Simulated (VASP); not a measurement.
## MgO: single point with PBEsol

The system is MgO.

```
CELL_PARAMETERS angstrom
2.13515 -2.13515 0.00000
2.13515 0.00000 -2.13515
9.60817 8.54060 7.47302
ATOMIC_POSITIONS crystal
Mg 0.66667 0.64583 0.04167
Mg 0.00000 0.56250 0.87500
Mg 0.33333 0.22917 0.20833
Mg 0.66667 0.39583 0.54167
Mg 0.00000 0.81250 0.37500
Mg 0.33333 0.97917 0.70833
O 0.66667 0.52083 0.29167
O 0.00000 0.93750 0.12500
O 0.33333 0.10417 0.45833
O 0.66667 0.27083 0.79167
O 0.00000 0.68750 0.62500
O 0.33333 0.85417 0.95833
```

This cell differs from its parent crystal: the part above a cut slid along it.

- Program: VASP 6.6.1
- Task: single point
- Functional: PBEsol
- Potentials or basis: VASP PAW PBE potentials, release 64 (Mg, O)
- Cutoff: 520 eV
- k mesh: 9 × 9 × 2
- Occupations: gaussian, width 0.05 eV
- Spin: no spin polarisation
- Dipole correction: no
- Further INCAR settings: ALGO = Normal; EDIFF = 1e-06; NBANDS = 36; ISYM = 0

```
Pressure               : 4.7 GPa
Largest force          : 14.865 eV/Å
Band gap on the k mesh : 3.81 eV
```

Forces in eV/Å, atoms in the order of the input:
```
Mg   10.506   0.449  10.506
Mg   -0.182  -0.514  -0.182
Mg    0.101   0.100   0.101
Mg    0.053   0.053   0.053
Mg    0.052   0.052   0.052
Mg    0.052   0.053   0.052
O    -0.055  -0.046  -0.055
O     0.032   0.470   0.032
O    -0.053  -0.053  -0.053
O    -0.053  -0.032  -0.053
O    -0.053  -0.052  -0.053
O   -10.399  -0.481 -10.399
```

Stress tensor (GPa, compression positive):
```
 8.84  1.79 15.24
 1.79 -3.64  1.79
15.24  1.79  8.84
```

Levels at points of the mesh, in eV from the valence-band top:
```tsv
k point	band 21	band 22	band 23	band 24	band 25	band 26	band 27	band 28
(0.00, 0.00, 0.00)	-0.21	-0.08	-0.04	0.00	3.81	5.11	5.61	6.90
(0.00, 0.00, 0.50)	-0.25	-0.22	-0.05	-0.03	4.01	4.65	6.12	6.54
```

It took 3.5 min on 1 thread of Intel(R) Xeon(R) Platinum 8488C (Sapphire Rapids), on a shared host, peak memory 0.4 GiB.

Caveat: the cell differs from its parent crystal (the part above a cut slid along it); the stress differs along the axes, from -4 to 9 GPa; the PAW data sets were made with another functional, which shifts forces and pressure a little. A k mesh can miss the band edges.
